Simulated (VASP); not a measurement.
Wanted: the native input for a VASP 6.6.1 run.

```
Task                   : relaxation of cell and atoms
Functional             : PBE
Potentials or basis    : VASP PAW PBE potentials, release 64 (Si, Te)
Cutoff                 : 600 eV
k mesh                 : 12 × 12 × 12
Occupations            : gaussian, width 0.1 eV
Spin                   : no spin polarisation
Dipole correction      : no
Further INCAR settings : ALGO = Normal; EDIFF = 1e-06; IBRION = 2; EDIFFG = -0.01; NSW = 100; ISIF = 3
```

The structure of SiTe3 lies in POSCAR:

```
SiTe3
1.0
    0.0000000000      3.7269499965      3.7269499965
    3.7269499965      0.0000000000      3.7269499965
    3.7269499965      3.7269499965      0.0000000000
Si Te
1 3
Direct
    0.5000000000      0.5000000000      0.5000000000
    0.7500000000      0.7500000000      0.7500000000
    0.2500000000      0.2500000000      0.2500000000
    0.0000000000      0.0000000000      0.0000000000
```

One way to write it, as run:

INCAR

```
SYSTEM = SiTe3
  ALGO = Normal
  EDIFF = 1E-6
  EDIFFG = -0.01
  ENCUT = 600
  GGA = PE
  IBRION = 2
  ISIF = 3
  ISMEAR = 0
  LASPH = .True.
  LCHARG = .False.
  LREAL = .False.
  LWAVE = .False.
  NELM = 60
  NSW = 100
  PREC = Accurate
  SIGMA = 0.1
```

KPOINTS

```
k-points
0
Gamma
  12 12 12
  0 0 0
```

Potentials or basis: VASP PAW PBE potentials, release 64 (Si, Te).

Launch:

```sh
$ cat potpaw_PBE.64/Si/POTCAR potpaw_PBE.64/Te/POTCAR > POTCAR
$ mpirun -np 1 vasp_std > vasp.out
```

It gave:

| Item | Value |
| --- | --- |
| Relaxed volume | 25.77 Å³/atom |
| Relaxed cell | a = 5.263 Å, b = 5.263 Å, c = 5.263 Å, α = 60.00°, β = 60.00°, γ = 60.00° |
| Space group after relaxing (to 0.05 Å) | Fm-3m (No. 225) |
| Energy gained by relaxing | 0.1 meV/atom |
| Ionic steps | 3 |
| Pressure after relaxing | 0.0 GPa |
| Band gap on the k mesh | zero (band 11 reaches 8.54 eV, above the bottom of band 12 at 5.98 eV) |

Caveat: spin-orbit coupling is left out, which moves the levels of the heavy elements.

Run time: 3.2 min on 1 thread of Intel(R) Xeon(R) Platinum 8375C CPU @ 2.90GHz (Ice Lake), with other jobs on the host, peak memory 0.35 GiB.
